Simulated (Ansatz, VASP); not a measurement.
Au: VASP beside Ansatz

```
Au
1.0
    -1.61599    1.61599    1.61599
     1.61599   -1.61599    1.61599
     1.61599    1.61599   -1.61599
Au
1
Cartesian
  0.0000 0.0000 0.0000
```

Alike in both runs: task single point; functional r2SCAN; k mesh 15 × 15 × 15; occupations fermi-dirac, width 0.1 eV; no spin polarisation.

|  | VASP | Ansatz |
| --- | --- | --- |
| version | VASP 6.6.1 | Ansatz 0.2.0 |
| potentials or method | VASP PAW PBE potentials, release 64 (Au), cutoff 550 eV | plane waves (500 eV) with PAW, scalar-relativistic |
| valence electrons in the cell | 11 | 19 |

```tsv
	VASP	Ansatz	Ansatz less VASP
pressure (GPa)	7.8	7.4	-0.40
```

VASP's potentials were made for PBE, not for r2SCAN. With one functional, cell and mesh, what is left measures potentials, basis and numerics. VASP's potentials hold 11 valence electrons a cell and Ansatz's 19, so a difference there can come from the potentials and not from the codes.

Spin-orbit coupling is off throughout.
